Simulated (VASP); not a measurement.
Wanted: the native input for a VASP 6.6.1 run.

- Task: electric field gradients
- Functional: LDA
- Potentials or basis: VASP PAW LDA potentials, release 64 (Hg, Pt)
- Cutoff: 520 eV
- k mesh: 12 × 12 × 10
- Occupations: fermi-dirac, width 0.03 eV
- Spin: no spin polarisation
- Dipole correction: no
- Further INCAR settings: ALGO = Normal; EDIFF = 1e-08; NBANDS = 18

The structure of HgPt lies in POSCAR:

```
HgPt
1.0
    2.9103503290      0.0000000000      0.0000000000
    0.0000000000      2.9103503290      0.0000000000
    0.0000000000      0.0000000000      3.7469168658
Hg Pt
1 1
Direct
    0.0000000000      0.0000000000      0.0000000000
    0.5000000000      0.5000000000      0.5000000000
```

These files were run (other wordings do the same):

INCAR

```
ALGO = Normal
EDIFF = 1E-8
ENCUT = 520
ISIF = 2
ISMEAR = -1
LASPH = True
LCHARG = False
LEFG = True
LREAL = False
LWAVE = False
NBANDS = 18
NELM = 60
PREC = Accurate
SIGMA = 0.03
```

KPOINTS

```
k-points
0
Gamma
  12 12 10
```

Potentials or basis: VASP PAW LDA potentials, release 64 (Hg, Pt).

The run is started by

```console
$ cat potpaw_LDA.64/Hg/POTCAR potpaw_LDA.64/Pt/POTCAR > POTCAR
$ mpirun -np 1 vasp_std > vasp.out
```

It gave:

| Item | Value |
| --- | --- |
| Pressure | 14.9 GPa |
| Band gap on the k mesh | zero (bands 11 and 12 overlap by 4.11 eV) |
| Largest electric field gradient by atom | Hg -112.5; Pt +103.5 V/Å² |

Caveat: the cell stands under pressure; without QUAD_EFG the Cq values of the log hold for a quadrupole moment of 1 mb, not for the nuclei; spin-orbit coupling is left out, which moves the levels of the heavy elements.

Wall time 58 s on 1 thread of Oxide Virtual Turin-like Processor, with other jobs on the host, peak memory 0.18 GiB.
